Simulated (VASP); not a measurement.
# HfB2 (P6/mmm) in VASP: further runs, part 2 of 2

VASP 6.6.1. The steps go on from the part before.

## Step 5: Single point, PBE

INCAR

```
SYSTEM = HfB2
ALGO = Normal
EDIFF = 1E-7
ENCUT = 520
GGA = PE
ISIF = 2
ISMEAR = 0
LASPH = .TRUE.
LCHARG = .FALSE.
LREAL = .FALSE.
LWAVE = .FALSE.
NBANDS = 15
NELM = 60
PREC = Accurate
SIGMA = 0.024
```

KPOINTS

```
k-points
0
G
  10 10 8
  0 0 0
```

POSCAR

```
HfB2
1.0
    3.1400000000      0.0000000000      0.0000000000
   -1.5700000000      2.7193197679      0.0000000000
    0.0000000000      0.0000000000      3.4800000000
Hf B
1 2
Direct
    0.0000000000      0.0000000000      0.0000000000
    0.6666666667      0.3333333333      0.5000000000
    0.3333333333      0.6666666667      0.5000000000
```

Potentials or basis: VASP PAW PBE potentials, release 64 (Hf_pv, B).

Run with:

```sh
cat potpaw_PBE.64/Hf_pv/POTCAR potpaw_PBE.64/B/POTCAR > POTCAR
mpirun -np 1 vasp_std > vasp.out
```

OUTCAR:

```text
SYSTEM = HfB2
   EDIFF = 1E-7
   ENCUT = 520
   GGA = PE
   ISIF = 2
   ISMEAR = 0
   LASPH = .TRUE.
   LREAL = .FALSE.
   NELM = 60
   PREC = Accurate

 ion  position               nearest neighbor table
   1  0.000  0.000  0.000-   2 2.51   3 2.51   2 2.51   3 2.51   2 2.51   2 2.51   3 2.51   3 2.51
                             2 2.51   2 2.51   3 2.51   3 2.51
   2  0.667  0.333  0.500-   3 1.81   3 1.81   3 1.81   1 2.51   1 2.51   1 2.51   1 2.51   1 2.51
                             1 2.51
   3  0.333  0.667  0.500-   2 1.81   2 1.81   2 1.81   1 2.51   1 2.51   1 2.51   1 2.51   1 2.51
                             1 2.51

  LATTYP: Found a hexagonal cell.
 ALAT       =     3.1400000000
 C/A-ratio  =     1.1082802548

  Lattice vectors:

 A1 = (   3.1400000000,   0.0000000000,   0.0000000000)
 A2 = (  -1.5700000000,   2.7193197679,   0.0000000000)
 A3 = (   0.0000000000,   0.0000000000,   3.4800000000)

Analysis of symmetry for initial positions (statically):
=====================================================================
 Subroutine PRICEL returns:
 Original cell was already a primitive cell.

 Routine SETGRP: Setting up the symmetry group for a
 hexagonal supercell.

 Subroutine GETGRP returns: Found 24 space group operations
 (whereof 24 operations were pure point group operations)
 out of a pool of 24 trial point group operations.

The static configuration has the point symmetry D_6h.

Analysis of symmetry for dynamics (positions and initial velocities):
=====================================================================
 Subroutine PRICEL returns:
 Original cell was already a primitive cell.

 Routine SETGRP: Setting up the symmetry group for a
 hexagonal supercell.

 Subroutine GETGRP returns: Found 24 space group operations
 (whereof 24 operations were pure point group operations)
 out of a pool of 24 trial point group operations.

The dynamic configuration has the point symmetry D_6h.

 Subroutine INISYM returns: Found 24 space group operations
 (whereof 24 operations are pure point group operations),
 and found     1 'primitive' translations

----------------------------------------------------------------------------------------

                                     Primitive cell

  volume of cell :      29.7146

  direct lattice vectors                    reciprocal lattice vectors
     3.140000000  0.000000000  0.000000000     0.318471338  0.183869512  0.000000000
    -1.570000000  2.719319768  0.000000000     0.000000000  0.367739025  0.000000000
     0.000000000  0.000000000  3.480000000     0.000000000  0.000000000  0.287356322

  length of vectors
     3.140000000  3.140000000  3.480000000     0.367739025  0.367739025  0.287356322

  position of ions in fractional coordinates (direct lattice)
     0.000000000  0.000000000  0.000000000
     0.666666667  0.333333333  0.500000000
     0.333333333  0.666666667  0.500000000

  ion indices of the primitive-cell ions
   primitive index   ion index
                 1           1
                 2           2
                 3           3

----------------------------------------------------------------------------------------

 KPOINTS: k-points

Automatic generation of k-mesh.
 Grid dimensions read from file:
 generate k-points for:   10   10    8

[... 43 lines left out ...]
  0.400000  0.100000  0.125000     24.000000
 [... further k-points ...]
   k-points           NKPTS =     70   k-points in BZ     NKDIM =     70   number of bands    NBANDS=     15
   number of dos      NEDOS =    301   number of ions     NIONS =      3
   total plane-waves  NPLWV =  16128
   dimension x,y,z NGX =    24 NGY =   24 NGZ =   28
   dimension x,y,z NGXF=    48 NGYF=   48 NGZF=   56
   ions per type =               1   2
   NGX,Y,Z   is equivalent  to a cutoff of  12.71, 12.71, 13.38 a.u.
   NGXF,Y,Z  is equivalent  to a cutoff of  25.41, 25.41, 26.75 a.u.
 SYSTEM =  HfB2
   PREC   = accura    normal or accurate (medium, high low for compatibility)
   ISTART =      0    job   : 0-new  1-cont  2-samecut
   ICHARG =      2    charge: 1-file 2-atom 10-const
   ISPIN  =      1    spin polarized calculation?
   LNONCOLLINEAR =      F non collinear calculations
   LSORBIT =      F    spin-orbit coupling
   LASPH  =      T    aspherical Exc in radial PAW
   ENCUT  =  520.0 eV  38.22 Ry    6.18 a.u.   5.84  5.84  6.47*2*pi/ulx,y,z
   NELM   =     60;   NELMIN=  2; NELMDL= -5     # of ELM steps
   EDIFF  = 0.1E-06   stopping-criterion for ELM
   LREAL  =      F    real-space projection
   EDIFFG = 0.1E-05   stopping-criterion for IOM
   NSW    =      0    number of steps for IOM
   IBRION =     -1    ionic relax: 0-MD 1-quasi-New 2-CG
   NFREE  =      0    steps in history (QN), initial steepest desc. (CG)
   ISIF   =      2    stress and relaxation
   ISYM   =      2    0-nonsym 1-usesym 2-fastsym
   POTIM  = 0.5000    time-step for ionic-motion
   TEBEG  =    0.0;   TEEND  =   0.0 temperature during run
   PSTRESS=    0.0 pullay stress
   NELECT =      16.0000    total number of electrons
   NUPDOWN=      -1.0000    fix difference up-down
   EMIN   =  10.00;   EMAX   =-10.00  energy-range for DOS
   EFERMI =   0.00;   METHOD = LEGACY
   ISMEAR =     0;   SIGMA  =   0.02  broadening in eV -4-tet -1-fermi 0-gaus
   EFERMI_NEDOS =   21; number of points for ismear=-14 and -15
   IALGO  =     38    algorithm
   IMIX   =      4    mixing-type and parameters
     AMIX     =   0.40;   BMIX     =  1.00
     AMIX_MAG =   1.60;   BMIX_MAG =  1.00
  volume/ion in A,a.u.               =       9.90        66.84
  Fermi-wavevector in a.u.,A,eV,Ry     =   1.331860  2.516850 24.134693  1.773850
  Thomas-Fermi vector in A             =   2.460838
   LORBIT       =      0    0 simple, 1 ext, 2 COOP (PROOUT), +10 PAW based schemes
   GGA     = PE    functional components
   LHFCALC =     F    Hartree Fock is set to
   AEXX    =    0.0000 exact exchange contribution
   IVDW    =     0    specifies the selected vdW correction
   LEPSILON=     F    determine dielectric tensor
   LRPA    =     F    only Hartree local field effects (RPA)
 non-spin polarized calculation
 Gauss-broadening in eV      SIGMA  =   0.02
  energy-cutoff  :      520.00
  volume of cell :       29.71
 maximum number of plane-waves:       816
 NGX is ok and might be reduce to    24
   NGX = 11   NGY = 11   NGZ = 13

 number of electron      15.9999998 magnetization

 Free energy of the ion-electron system (eV)
  ---------------------------------------------------
  ext. energy  EPLUGINS =         0.00000000
  ---------------------------------------------------
  free energy    TOTEN  =       -26.39758489 eV

  energy without entropy =      -26.39723065  energy(sigma->0) =      -26.39740777

 E-fermi :   7.5089     XC(G=0): -12.5969

 val. band max:        7.5037998555   @ k =   0.2000   0.2000   0.1250
 cond. band min:       7.8042904856   @ k =   0.1000   0.1000   0.2500
 fundamental gap:      0.3004906300
 Fermi energy:         7.5088745471

 k-point     1 :       0.0000    0.0000    0.0000
  band No.  band energies     occupation
      1     -22.9617      2.00000
      2     -22.4722      2.00000
      3     -22.4722      2.00000
      4      -6.0812      2.00000
      5       4.6655      2.00000
      6       4.7735      2.00000
      7       4.7735      2.00000
      8       4.8890      2.00000
      9      11.6965      0.00000
     10      11.6965      0.00000
     11      12.3287      0.00000
     12      12.3287      0.00000
     13      12.6626      0.00000
     14      12.6666      0.00000
[... 401 lines left out ...]
      2     -22.8635      2.00000
      3     -22.6868      2.00000
      4      -2.2875      2.00000
      5      -0.9206      2.00000
      6       3.0246      2.00000
      7       3.9062      2.00000
      8       5.4501      2.00000
      9       8.8209      0.00000
     10      11.8019      0.00000
     11      11.8785      0.00000
     12      13.9458      0.00000
     13      15.1698      0.00000
     14      16.1058      0.00000
     15      18.4913      0.00000

 [... further k-points ...]
[... 5 lines left out ...]
  --------------------------------------------------------------------------------------
  -------------------------------------------------------------------------------------
  Total        0.1313146      0.1313146      0.2943569      0.0000000      0.0000000     -0.0000000
  in kB        7.0803444      7.0803444     15.8714140      0.0000000      0.0000000     -0.0000000
  external PRESSURE =      10.0107009 kB  Pullay stress =       0.0000000 kB

 VOLUME and BASIS-vectors are now :
 -----------------------------------------------------------------------------
  energy-cutoff  :      520.00
  volume of cell :       29.71
      direct lattice vectors                 reciprocal lattice vectors
     3.140000000  0.000000000  0.000000000     0.318471338  0.183869512  0.000000000
    -1.570000000  2.719319768  0.000000000     0.000000000  0.367739025  0.000000000
     0.000000000  0.000000000  3.480000000     0.000000000  0.000000000  0.287356322

 POSITION                                       TOTAL-FORCE (eV/Angst)
 -----------------------------------------------------------------------------------
      0.00000      0.00000      0.00000         0.000000      0.000000      0.000000
      1.57000      0.90644      1.74000        -0.000000      0.000000      0.000000
     -0.00000      1.81288      1.74000         0.000000      0.000000      0.000000
 -----------------------------------------------------------------------------------
    total drift:                               -0.000000      0.000000      0.000000

  FREE ENERGIE OF THE ION-ELECTRON SYSTEM (eV)
  ---------------------------------------------------
  free  energy   TOTEN  =       -26.3975848925 eV

  energy  without entropy=      -26.3972306468  energy(sigma->0) =      -26.39740777
```

OSZICAR:

```text
N       E                     dE             d eps       ncg     rms          rms(c)
DAV:   1     0.293663916156E+02    0.29366E+02   -0.81747E+03  2100   0.102E+03
DAV:   2    -0.271827648831E+02   -0.56549E+02   -0.53063E+02  2830   0.222E+02
DAV:   3    -0.287647034743E+02   -0.15819E+01   -0.15744E+01  2716   0.271E+01
DAV:   4    -0.287713059910E+02   -0.66025E-02   -0.66016E-02  2527   0.214E+00
DAV:   5    -0.287713448337E+02   -0.38843E-04   -0.38843E-04  2674   0.146E-01    0.525E+01
DAV:   6    -0.265125134784E+02    0.22588E+01   -0.27735E+00  2534   0.120E+01    0.384E+01
DAV:   7    -0.264641146839E+02    0.48399E-01   -0.96377E-01  2625   0.713E+00    0.117E+01
DAV:   8    -0.264019407853E+02    0.62174E-01   -0.23707E-01  2422   0.368E+00    0.168E+00
DAV:   9    -0.263977101033E+02    0.42307E-02   -0.18685E-02  2436   0.110E+00    0.363E-01
DAV:  10    -0.263975809040E+02    0.12920E-03   -0.70889E-04  2625   0.217E-01    0.267E-01
DAV:  11    -0.263975876511E+02   -0.67471E-05   -0.50921E-05  2590   0.537E-02    0.119E-01
DAV:  12    -0.263975847876E+02    0.28635E-05   -0.37600E-06  2506   0.146E-02    0.136E-02
DAV:  13    -0.263975848966E+02   -0.10906E-06   -0.22264E-07  2472   0.381E-03    0.385E-03
DAV:  14    -0.263975848925E+02    0.41587E-08   -0.10332E-08  1183   0.881E-04
   1 F= -.26397585E+02 E0= -.26397408E+02  d E =-.354246E-03
```

Wall time 17 s (1 thread of AMD EPYC 9R45 (Zen 5), shared host); peak memory 0.13 GiB.

Results:

| Item | Value |
| --- | --- |
| Free energy | -26.3976 eV |
| Pressure | 1.0 GPa |
| Band gap on the k mesh | zero (band 8 reaches 8.26 eV, above the bottom of band 9 at 7.43 eV) |

Levels at points of the mesh, in eV from the Fermi level:
```csv
k point,band 5,band 6,band 7,band 8,band 9,band 10,band 11,band 12
"(0.00, 0.00, 0.00)",-2.84,-2.74,-2.74,-2.62,4.19,4.19,4.82,4.82
"(0.50, 0.00, 0.00)",-8.89,-3.97,-3.27,-2.70,2.27,2.89,5.74,5.88
"(0.00, 0.00, 0.50)",-8.21,-1.03,-1.03,0.48,0.48,1.16,1.16,2.39
"(0.50, 0.00, 0.50)",-7.35,-4.80,-4.55,-2.51,4.17,4.32,6.41,7.36
```

Caveat: spin-orbit coupling is left out, which moves the levels of the heavy elements.

## Step 6: Single point, PBE

INCAR

```
SYSTEM = HfB2
PREC = Accurate ; ENCUT = 520
EDIFF = 1E-6 ; ISMEAR = 0
SIGMA = 0.025 ; LREAL = .False.
LASPH = .True. ; NELM = 80
ALGO = Normal ; ISIF = 2
LWAVE = .False. ; LCHARG = .True.
GGA = PE ; LELF = .True.
LVHAR = .True. ; NBANDS = 15
```

KPOINTS

```
regular mesh
0
Gamma
  10 10 8
  0 0 0
```

POSCAR is that of step 5.

Potentials or basis: VASP PAW PBE potentials, release 64 (Hf_pv, B).

Run with:

```sh
cat potpaw_PBE.64/Hf_pv/POTCAR potpaw_PBE.64/B/POTCAR > POTCAR
mpirun -np 1 vasp_std > vasp.out
```

Run time: 16 s. Hardware: 1 thread of AMD EPYC 9R45 (Zen 5), shared host; peak memory 0.13 GiB.

Results (log left out):

| Quantity | Value |
| --- | --- |
| Free energy | -26.3976 eV |
| Pressure | 1.0 GPa |
| Band gap on the k mesh | zero (band 8 reaches 8.26 eV, above the bottom of band 9 at 7.43 eV) |

Stress tensor (GPa, compression positive):
```
0.71 0.00 0.00
0.00 0.71 0.00
0.00 0.00 1.59
```

Levels at points of the mesh, in eV from the Fermi level:
```csv
k point,band 5,band 6,band 7,band 8,band 9,band 10,band 11,band 12
"(0.00, 0.00, 0.00)",-2.84,-2.74,-2.74,-2.62,4.19,4.19,4.82,4.82
"(0.50, 0.00, 0.00)",-8.89,-3.97,-3.27,-2.70,2.27,2.89,5.74,5.88
"(0.00, 0.00, 0.50)",-8.21,-1.03,-1.03,0.48,0.48,1.16,1.16,2.39
"(0.50, 0.00, 0.50)",-7.35,-4.80,-4.55,-2.51,4.16,4.32,6.41,7.36
```

Caveat: spin-orbit coupling is left out, which moves the levels of the heavy elements.

## Step 7: Overview

| smearing | gap on the mesh (eV) | pressure (GPa) |
| --- | --- | --- |
| gaussian 0.02 eV | none | 1.0 |
| gaussian 0.022 eV | none | 1.0 |
| gaussian 0.023 eV | none | 1.0 |
| gaussian 0.024 eV | none | 1.0 |
| gaussian 0.025 eV | none | 1.0 |

Alike in all rows: task single point; level PBE; potentials or basis VASP PAW PBE potentials, release 64 (Hf_pv, B); no spin polarisation; cell as given; k mesh 10 × 10 × 8; cutoff (eV) 520.

Every run on the cell as given and a fine mesh finds a metal.

Caveats: spin-orbit coupling is left out, which moves the levels of the heavy elements.

Absolute energies hang on the potentials; compare differences alone.
